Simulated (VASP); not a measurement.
Wanted: the native input for a VASP 6.6.1 run.

* Task: single point
* Functional: PBEsol
* Potentials or basis: VASP PAW PBE potentials, release 64 (P)
* Cutoff: 520 eV
* k mesh: 13 × 13 × 11
* Occupations: fermi-dirac, width 0.1 eV
* Spin: no spin polarisation
* Dipole correction: no
* Further INCAR settings: ALGO = Normal; EDIFF = 1e-07; NBANDS = 12

The structure of P lies in POSCAR:

```
P
1.0
    3.3586976497      0.0000000000      0.0000000000
   -1.6793488249      2.9087174883      0.0000000000
    0.0000000000      0.0000000000      3.3211582178
P
2
Direct
    0.3333333333      0.6666666667      0.2500000000
    0.6666666667      0.3333333333      0.7500000000
```

This cell differs from its parent crystal: volume scaled by 1.12.

The input as run:

INCAR

```
SYSTEM = P
ALGO = Normal
EDIFF = 1E-7
ENCUT = 520
GGA = PS
ISIF = 2
ISMEAR = -1
LASPH = .TRUE.
LCHARG = .FALSE.
LREAL = .FALSE.
LWAVE = .FALSE.
NBANDS = 12
NELM = 100
PREC = Accurate
SIGMA = 0.1
```

KPOINTS

```
k-points
0
G
  13 13 11
  0 0 0
```

Potentials or basis: VASP PAW PBE potentials, release 64 (P).

Run with:

```sh
$ cat potpaw_PBE.64/P/POTCAR > POTCAR
$ mpirun -np 1 vasp_std > vasp.out
```

Results of the run:

| Property | Result |
| --- | --- |
| Pressure | -8.9 GPa |
| Band gap on the k mesh | zero (band 5 reaches 9.68 eV, above the bottom of band 6 at 5.19 eV) |

Caveat: the PAW data sets were made with another functional, which shifts forces and pressure a little.

It took 32 s on 1 thread of Intel(R) Xeon(R) Platinum 8488C (Sapphire Rapids), with other jobs on the host, peak memory 0.17 GiB.
